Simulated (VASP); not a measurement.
# Cr (P6_3/mmc) in VASP: notebook

Cr is run at these levels: PBEsol; tasks: single point.

All numbers are computed with VASP 6.6.1; they aren't measurements. Logs are shortened: lines on timing, memory, paths and dates and some standing lists are left out, and cuts for length are marked.

## Step 1: The cell of the first run

The structure is hexagonal, space group P6_3/mmc (No. 194). Conventional cell: a = 2.714 Å, b = 2.714 Å, c = 4.410 Å, α = 90.00°, β = 90.00°, γ = 120.00°. Within 3.6 Å of Cr (site symmetry -6m2) lie 12 Cr at 2.71 Å.

This isn't the form of Cr at room conditions, which is bcc.

## Step 2: Single point, PBEsol, collinear spin, ferromagnetic start

Contents of INCAR:

```
SYSTEM = Cr
PREC = Accurate
ENCUT = 520
EDIFF = 1E-6
ISMEAR = -1
SIGMA = 0.05
LREAL = .False.
LASPH = .True.
NELM = 150
ALGO = Normal
ISIF = 2
LWAVE = .False.
LCHARG = .True.
ISPIN = 2
MAGMOM = 2.25 2.25
LORBIT = 11
NUPDOWN = 4.5
LMAXMIX = 4
GGA = PS
LELF = .True.
LVHAR = .True.
NBANDS = 23
```

Contents of KPOINTS:

```
regular mesh
0
Gamma
  9 9 5
  0 0 0
```

Contents of POSCAR:

```
Cr
1.0
    2.7140000000      0.0000000000      0.0000000000
   -1.3570000000      2.3503929459      0.0000000000
    0.0000000000      0.0000000000      4.4100000000
Cr
2
Direct
    0.6666666667      0.3333333333      0.7500000000
    0.3333333333      0.6666666667      0.2500000000
```

Potentials or basis: VASP PAW PBE potentials, release 64 (Cr_pv).

Command:

```bash
cat potpaw_PBE.64/Cr_pv/POTCAR > POTCAR
mpirun -np 1 vasp_std > vasp.out
```

OUTCAR:

```text
SYSTEM = Cr
   PREC = Accurate
   ENCUT = 520
   EDIFF = 1E-6
   ISMEAR = -1
   LREAL = .False.
   LASPH = .True.
   NELM = 150
   ISIF = 2
   ISPIN = 2
   LORBIT = 11
   NUPDOWN = 4.5
   GGA = PS

 ion  position               nearest neighbor table
   1  0.667  0.333  0.750-   2 2.71   2 2.71   2 2.71   2 2.71   2 2.71   2 2.71
   2  0.333  0.667  0.250-   1 2.71   1 2.71   1 2.71   1 2.71   1 2.71   1 2.71

  LATTYP: Found a hexagonal cell.
 ALAT       =     2.7140000000
 C/A-ratio  =     1.6249078850

  Lattice vectors:

 A1 = (   2.7140000000,   0.0000000000,   0.0000000000)
 A2 = (  -1.3570000000,   2.3503929459,   0.0000000000)
 A3 = (   0.0000000000,   0.0000000000,   4.4100000000)

Analysis of symmetry for initial positions (statically):
=====================================================================
 Subroutine PRICEL returns:
 Original cell was already a primitive cell.

 Routine SETGRP: Setting up the symmetry group for a
 hexagonal supercell.

 Subroutine GETGRP returns: Found 24 space group operations
 (whereof 12 operations were pure point group operations)
 out of a pool of 24 trial point group operations.

The static configuration has the point symmetry D_3d.
 The point group associated with its full space group is D_6h.

Analysis of symmetry for dynamics (positions and initial velocities):
=====================================================================
 Subroutine PRICEL returns:
 Original cell was already a primitive cell.

 Routine SETGRP: Setting up the symmetry group for a
 hexagonal supercell.

 Subroutine GETGRP returns: Found 24 space group operations
 (whereof 12 operations were pure point group operations)
 out of a pool of 24 trial point group operations.

The dynamic configuration has the point symmetry D_3d.
 The point group associated with its full space group is D_6h.

Analysis of structural, dynamic, and magnetic symmetry:
=====================================================================
 Subroutine PRICEL returns:
 Original cell was already a primitive cell.

 Routine SETGRP: Setting up the symmetry group for a
 hexagonal supercell.

 Subroutine GETGRP returns: Found 24 space group operations
 (whereof 12 operations were pure point group operations)
 out of a pool of 24 trial point group operations.

The overall configuration has the point symmetry D_3d.
 The point group associated with its full space group is D_6h.

 Subroutine INISYM returns: Found 24 space group operations
 (whereof 12 operations are pure point group operations),
 and found     1 'primitive' translations

----------------------------------------------------------------------------------------

                                     Primitive cell
[... 110 lines left out ...]
     AMIX     =   0.40;   BMIX     =  1.00
     AMIX_MAG =   1.60;   BMIX_MAG =  1.00
  volume/ion in A,a.u.               =      14.07        94.92
  Fermi-wavevector in a.u.,A,eV,Ry     =   1.552681  2.934142 32.801180  2.410819
  Thomas-Fermi vector in A             =   2.657021
   LORBIT       =     11    0 simple, 1 ext, 2 COOP (PROOUT), +10 PAW based schemes
   GGA     = PS    functional components
   LHFCALC =     F    Hartree Fock is set to
   AEXX    =    0.0000 exact exchange contribution
   IVDW    =     0    specifies the selected vdW correction
   LEPSILON=     F    determine dielectric tensor
   LRPA    =     F    only Hartree local field effects (RPA)
 spin polarized calculation
  energy-cutoff  :      520.00
  volume of cell :       28.13
 maximum number of plane-waves:       770
   NGX = 11   NGY = 11   NGZ = 17

 number of electron      24.0000005 magnetization       4.5000001

 Free energy of the ion-electron system (eV)
  ---------------------------------------------------
  ext. energy  EPLUGINS =         0.00000000
  ---------------------------------------------------
  free energy    TOTEN  =       -18.55116767 eV

  energy without entropy =      -18.52461845  energy(sigma->0) =      -18.53789306

 E-fermi :   8.0633     XC(G=0): -12.6365

 val. band max:        8.8460856191   @ k =   0.2222   0.1111   0.2000
 cond. band min:       8.0774211620   @ k =   0.3333   0.2222   0.4000
 fundamental gap:     -0.7686644570
 Fermi energy:         8.8502268563

 spin component 1

 k-point     1 :       0.0000    0.0000    0.0000
  band No.  band energies     occupation
      1     -35.4826      1.00000
      2     -35.0036      1.00000
      3     -35.0036      1.00000
      4     -34.9905      1.00000
      5     -34.9359      1.00000
      6     -34.9359      1.00000
[... 613 lines left out ...]
     22      18.1236      0.00000
     23      18.8222      0.00000

 [... further k-points ...]

 spin component 2

 k-point     1 :       0.0000    0.0000    0.0000
  band No.  band energies     occupation
      1     -33.4238      1.00000
      2     -32.9519      1.00000
      3     -32.9519      1.00000
      4     -32.9045      1.00000
      5     -32.8819      1.00000
      6     -32.8819      1.00000
[... 613 lines left out ...]
     22      19.3869      0.00000
     23      20.1387      0.00000

 [... further k-points ...]
[... 5 lines left out ...]
  --------------------------------------------------------------------------------------
  -------------------------------------------------------------------------------------
  Total       -2.3708430     -2.3708430     -3.5682190      0.0000000      0.0000000      0.0000000
  in kB     -135.0281997   -135.0281997   -203.2231505      0.0000000      0.0000000      0.0000000
  external PRESSURE =    -157.7598500 kB  Pullay stress =       0.0000000 kB

 VOLUME and BASIS-vectors are now :
 -----------------------------------------------------------------------------
  energy-cutoff  :      520.00
  volume of cell :       28.13
      direct lattice vectors                 reciprocal lattice vectors
     2.714000000  0.000000000  0.000000000     0.368459838  0.212730387  0.000000000
    -1.357000000  2.350392946  0.000000000     0.000000000  0.425460773  0.000000000
     0.000000000  0.000000000  4.410000000     0.000000000  0.000000000  0.226757370

 POSITION                                       TOTAL-FORCE (eV/Angst)
 -----------------------------------------------------------------------------------
      1.35700      0.78346      3.30750        -0.000000     -0.000000      0.000000
     -0.00000      1.56693      1.10250         0.000000      0.000000      0.000000
 -----------------------------------------------------------------------------------
    total drift:                               -0.000000      0.000000     -0.000000

  FREE ENERGIE OF THE ION-ELECTRON SYSTEM (eV)
  ---------------------------------------------------
  free  energy   TOTEN  =       -18.5511676679 eV

  energy  without entropy=      -18.5246184484  energy(sigma->0) =      -18.53789306

 total charge

# of ion       s       p       d       tot
------------------------------------------
    1        0.377   6.283   4.069  10.729
    2        0.377   6.283   4.069  10.729
--------------------------------------------------
tot          0.754  12.567   8.138  21.459

 magnetization (x)

# of ion       s       p       d       tot
------------------------------------------
    1       -0.001   0.056   2.023   2.078
    2       -0.001   0.056   2.023   2.078
--------------------------------------------------
tot         -0.001   0.112   4.045   4.156
```

OSZICAR:

```text
N       E                     dE             d eps       ncg     rms          rms(c)
DAV:   1     0.248654873503E+03    0.24865E+03   -0.13615E+04  3320   0.124E+03
DAV:   2    -0.132009053136E+02   -0.26186E+03   -0.25220E+03  3333   0.376E+02
DAV:   3    -0.212886164784E+02   -0.80877E+01   -0.80316E+01  4054   0.781E+01
DAV:   4    -0.213681136348E+02   -0.79497E-01   -0.79357E-01  3856   0.758E+00
DAV:   5    -0.213691590117E+02   -0.10454E-02   -0.10422E-02  3571   0.842E-01    0.143E+01
DAV:   6    -0.184911384891E+02    0.28780E+01   -0.10408E+01  3662   0.346E+01    0.429E+00
DAV:   7    -0.185611060480E+02   -0.69968E-01   -0.40126E-01  3683   0.571E+00    0.215E+00
DAV:   8    -0.185617761268E+02   -0.67008E-03   -0.11741E-02  3635   0.966E-01    0.612E-01
DAV:   9    -0.185524623497E+02    0.93138E-02   -0.26164E-03  3732   0.509E-01    0.236E-01
DAV:  10    -0.185511421275E+02    0.13202E-02   -0.80615E-04  3634   0.261E-01    0.717E-02
DAV:  11    -0.185511667746E+02   -0.24647E-04   -0.39350E-05  3648   0.638E-02    0.209E-02
DAV:  12    -0.185511688151E+02   -0.20405E-05   -0.32525E-06  3725   0.120E-02    0.105E-02
DAV:  13    -0.185511676897E+02    0.11254E-05   -0.55208E-07  2292   0.639E-03    0.164E-03
DAV:  14    -0.185511676679E+02    0.21880E-07   -0.11977E-07  1887   0.293E-03
   1 F= -.18551168E+02 E0= -.18537893E+02  d E =-.265492E-01  mag=     4.5000
```

It took 22 s on 1 thread of Intel Xeon Platinum 8559C (Emerald Rapids), shared host; peak memory 0.16 GiB.

What came out:

| Property | Result |
| --- | --- |
| Free energy | -18.5512 eV |
| Pressure | -15.8 GPa |
| Net moment | 4.50 μB per cell |
| Site moments | Cr +2.08 μB |
| Valence electrons inside the program's atomic spheres | Cr 10.73 |

Caveat: the stress differs along the axes, from -20 to -14 GPa; the PAW data sets were made with another functional, which shifts forces and pressure a little; the total moment is fixed, so each spin has its own Fermi level and the state may be an excited one.

## Step 3: Single point, PBEsol, collinear spin, ferromagnetic start

Contents of INCAR:

```
PREC = Accurate
ENCUT = 520
EDIFF = 1E-7
ISMEAR = -1
SIGMA = 0.05
LREAL = F
LASPH = T
NELM = 150
ALGO = Normal
ISIF = 2
LWAVE = F
LCHARG = T
ISPIN = 2
MAGMOM = 3 3
LORBIT = 11
NUPDOWN = 6.0
LMAXMIX = 4
GGA = PS
LELF = T
LVHAR = T
NBANDS = 23
```

Contents of KPOINTS:

```
regular mesh
0
Gamma
  9 9 5
```

POSCAR is that of step 2.

Potentials or basis: VASP PAW PBE potentials, release 64 (Cr_pv).

Command:

```bash
cat potpaw_PBE.64/Cr_pv/POTCAR > POTCAR
mpirun -np 1 vasp_std > vasp.out
```

OUTCAR:

```text
PREC = Accurate
   ENCUT = 520
   EDIFF = 1E-7
   ISMEAR = -1
   LREAL = F
   LASPH = T
   NELM = 150
   ISIF = 2
   ISPIN = 2
   LORBIT = 11
   NUPDOWN = 6.0
   GGA = PS

 ion  position               nearest neighbor table
   1  0.667  0.333  0.750-   2 2.71   2 2.71   2 2.71   2 2.71   2 2.71   2 2.71
   2  0.333  0.667  0.250-   1 2.71   1 2.71   1 2.71   1 2.71   1 2.71   1 2.71

  LATTYP: Found a hexagonal cell.
 ALAT       =     2.7140000000
 C/A-ratio  =     1.6249078850

  Lattice vectors:

 A1 = (   2.7140000000,   0.0000000000,   0.0000000000)
 A2 = (  -1.3570000000,   2.3503929459,   0.0000000000)
 A3 = (   0.0000000000,   0.0000000000,   4.4100000000)

Analysis of symmetry for initial positions (statically):
=====================================================================
 Subroutine PRICEL returns:
 Original cell was already a primitive cell.

 Routine SETGRP: Setting up the symmetry group for a
 hexagonal supercell.

 Subroutine GETGRP returns: Found 24 space group operations
 (whereof 12 operations were pure point group operations)
 out of a pool of 24 trial point group operations.

The static configuration has the point symmetry D_3d.
 The point group associated with its full space group is D_6h.

Analysis of symmetry for dynamics (positions and initial velocities):
=====================================================================
 Subroutine PRICEL returns:
 Original cell was already a primitive cell.

 Routine SETGRP: Setting up the symmetry group for a
 hexagonal supercell.

 Subroutine GETGRP returns: Found 24 space group operations
 (whereof 12 operations were pure point group operations)
 out of a pool of 24 trial point group operations.

The dynamic configuration has the point symmetry D_3d.
 The point group associated with its full space group is D_6h.

Analysis of structural, dynamic, and magnetic symmetry:
=====================================================================
[... 143 lines left out ...]
  energy-cutoff  :      520.00
  volume of cell :       28.13
 maximum number of plane-waves:       770
   NGX = 11   NGY = 11   NGZ = 17

 number of electron      24.0000005 magnetization       6.0000001

 Free energy of the ion-electron system (eV)
  ---------------------------------------------------
  ext. energy  EPLUGINS =         0.00000000
  ---------------------------------------------------
  free energy    TOTEN  =       -17.79977687 eV

  energy without entropy =      -17.76421884  energy(sigma->0) =      -17.78199785

 E-fermi :   8.0501     XC(G=0): -12.5746

 val. band max:        9.1908982192   @ k =   0.4444   0.1111   0.2000
 cond. band min:       8.0606630946   @ k =   0.3333   0.1111   0.0000
 fundamental gap:     -1.1302351245
 Fermi energy:         9.2280568658

 spin component 1

 k-point     1 :       0.0000    0.0000    0.0000
  band No.  band energies     occupation
      1     -35.3136      1.00000
      2     -34.8827      1.00000
      3     -34.8827      1.00000
      4     -34.8139      1.00000
      5     -34.8139      1.00000
      6     -34.8109      1.00000
[... 613 lines left out ...]
     22      18.0833      0.00000
     23      18.7529      0.00000

 [... further k-points ...]

 spin component 2

 k-point     1 :       0.0000    0.0000    0.0000
  band No.  band energies     occupation
      1     -32.6874      1.00000
      2     -32.2005      1.00000
      3     -32.2005      1.00000
      4     -32.1517      1.00000
      5     -32.1286      1.00000
      6     -32.1286      1.00000
[... 613 lines left out ...]
     22      19.8068      0.00000
     23      20.5607      0.00000

 [... further k-points ...]
[... 5 lines left out ...]
  --------------------------------------------------------------------------------------
  -------------------------------------------------------------------------------------
  Total        0.3066398      0.3066398     -0.2687062     -0.0000000     -0.0000000      0.0000000
  in kB       17.4642604     17.4642604    -15.3038028     -0.0000000     -0.0000000      0.0000000
  external PRESSURE =       6.5415726 kB  Pullay stress =       0.0000000 kB

 VOLUME and BASIS-vectors are now :
 -----------------------------------------------------------------------------
  energy-cutoff  :      520.00
  volume of cell :       28.13
      direct lattice vectors                 reciprocal lattice vectors
     2.714000000  0.000000000  0.000000000     0.368459838  0.212730387  0.000000000
    -1.357000000  2.350392946  0.000000000     0.000000000  0.425460773  0.000000000
     0.000000000  0.000000000  4.410000000     0.000000000  0.000000000  0.226757370

 POSITION                                       TOTAL-FORCE (eV/Angst)
 -----------------------------------------------------------------------------------
      1.35700      0.78346      3.30750         0.000000      0.000000      0.000000
     -0.00000      1.56693      1.10250        -0.000000      0.000000      0.000000
 -----------------------------------------------------------------------------------
    total drift:                               -0.000000      0.000000     -0.000000

  FREE ENERGIE OF THE ION-ELECTRON SYSTEM (eV)
  ---------------------------------------------------
  free  energy   TOTEN  =       -17.7997768659 eV

  energy  without entropy=      -17.7642188352  energy(sigma->0) =      -17.78199785

 total charge

# of ion       s       p       d       tot
------------------------------------------
    1        0.378   6.276   4.102  10.757
    2        0.378   6.276   4.102  10.757
--------------------------------------------------
tot          0.756  12.553   8.204  21.514

 magnetization (x)

# of ion       s       p       d       tot
------------------------------------------
    1        0.001   0.092   2.640   2.734
    2        0.001   0.092   2.640   2.734
--------------------------------------------------
tot          0.002   0.185   5.281   5.468
```

It took 24 s on 1 thread of Intel Xeon Platinum 8559C (Emerald Rapids), shared host; peak memory 0.17 GiB.

What came out:

- Free energy: -17.7998 eV
- Pressure: 0.7 GPa
- Net moment: 6.00 μB per cell
- Site moments: Cr +2.73 μB
- Valence electrons inside the program's atomic spheres: Cr 10.76

Caveat: the PAW data sets were made with another functional, which shifts forces and pressure a little; the total moment is fixed, so each spin has its own Fermi level and the state may be an excited one.

## Step 4: Single point, PBEsol, collinear spin, ferromagnetic start

Contents of INCAR:

```
PREC     = Accurate       # precision mode
ENCUT    = 520            # plane-wave cutoff, eV
EDIFF    = 1E-6           # SCF threshold, eV
ISMEAR   = -1             # smearing method
SIGMA    = 0.05           # smearing width, eV
LREAL    = False          # projectors in reciprocal space
LASPH    = True           # aspherical terms in the spheres
NELM     = 150            # most SCF steps
ALGO     = Normal         # electronic algorithm
ISIF     = 2              # what is computed and relaxed
LWAVE    = False          # write WAVECAR
LCHARG   = True           # write CHGCAR
ISPIN    = 2              # spin polarisation
MAGMOM   = 3.75 3.75      # initial moments
LORBIT   = 11             # projections on sites
NUPDOWN  = 7.5            # fixed moment
LMAXMIX  = 4              # l up to which the mixer works
GGA      = PS             # functional
LELF     = True           # ELF
LVHAR    = True         
NBANDS   = 23             # bands
```

Contents of KPOINTS:

```
Automatic mesh
0
Gamma
  9 9 5
```

POSCAR is that of step 3.

Command:

```bash
cat potpaw_PBE.64/Cr_pv/POTCAR > POTCAR
mpirun -np 1 vasp_std > vasp.out
```

Run time: 23 s. Hardware: 1 thread of Intel Xeon Platinum 8559C (Emerald Rapids), shared host; peak memory 0.16 GiB.

The run converged. Its results:

| Quantity | Value |
| --- | --- |
| Free energy | -16.7808 eV |
| Pressure | 21.0 GPa |
| Net moment | 7.50 μB per cell |
| Site moments | Cr +3.38 μB |
| Valence electrons inside the program's atomic spheres | Cr 10.79 |

Stress tensor (GPa, compression positive):
```
19.96  0.00  0.00
 0.00 19.96  0.00
 0.00  0.00 23.06
```

Caveat: the cell stands under pressure; the PAW data sets were made with another functional, which shifts forces and pressure a little; the total moment is fixed, so each spin has its own Fermi level and the state may be an excited one.

## Step 5: Summary

| fixed moment (μB) | pressure (GPa) | moment (μB) |
| --- | --- | --- |
| 4.5 | -15.8 | 4.50 |
| 6.0 | 0.7 | 6.00 |
| 7.5 | 21.0 | 7.50 |

Alike in all rows: task single point; level PBEsol; potentials or basis VASP PAW PBE potentials, release 64 (Cr_pv); spin collinear, ferromagnetic start; cell as given; k mesh 9 × 9 × 5; cutoff (eV) 520; smearing fermi-dirac 0.05 eV.

Caveats: the PAW data sets were made with another functional, which shifts forces and pressure a little; the total moment is fixed, so each spin has its own Fermi level and the state may be an excited one; the stress differs along the axes, from -20 to -14 GPa (at least some runs); the cell stands under pressure (at least some runs).

Absolute energies hang on the potentials; compare differences alone.
